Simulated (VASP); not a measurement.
Crystal: MgS.

```
CELL_PARAMETERS angstrom
0.00000 2.85188 2.85188
2.85188 0.00000 2.85188
2.85188 2.85188 0.00000
ATOMIC_POSITIONS crystal
S 0.25000 0.25000 0.25000
Mg 0.00000 0.00000 0.00000
```

Base run:

```yaml
Program: VASP 6.6.1
Functional: PBEsol
Potentials_or_basis: VASP PAW PBE potentials, release 64 (S, Mg)
Cutoff: 520 eV
k_mesh: 8 × 8 × 8
Occupations: fermi-dirac, width 0.05 eV
Spin: no spin polarisation
```

Its results: band gap on the k mesh 3.19 eV, direct; pressure -1.6 GPa.

Question: After a change of settings the same cell gave: band gap on the k mesh 3.35 eV, direct; pressure -0.3 GPa. Which change was it?
A. functional from PBEsol to r2SCAN
B. functional from PBEsol to PBE; cutoff from 520 eV to 600 eV
C. functional from PBEsol to PBE0; k mesh from 8 × 8 × 8 to 6 × 6 × 6
D. functional from PBEsol to HSE06; k mesh from 8 × 8 × 8 to 6 × 6 × 6

Answer: B.

PBE binds less tightly than PBEsol, so the same cell stands under more pressure.

Caveats: the PAW data sets were made with another functional, which shifts forces and pressure a little (some runs).
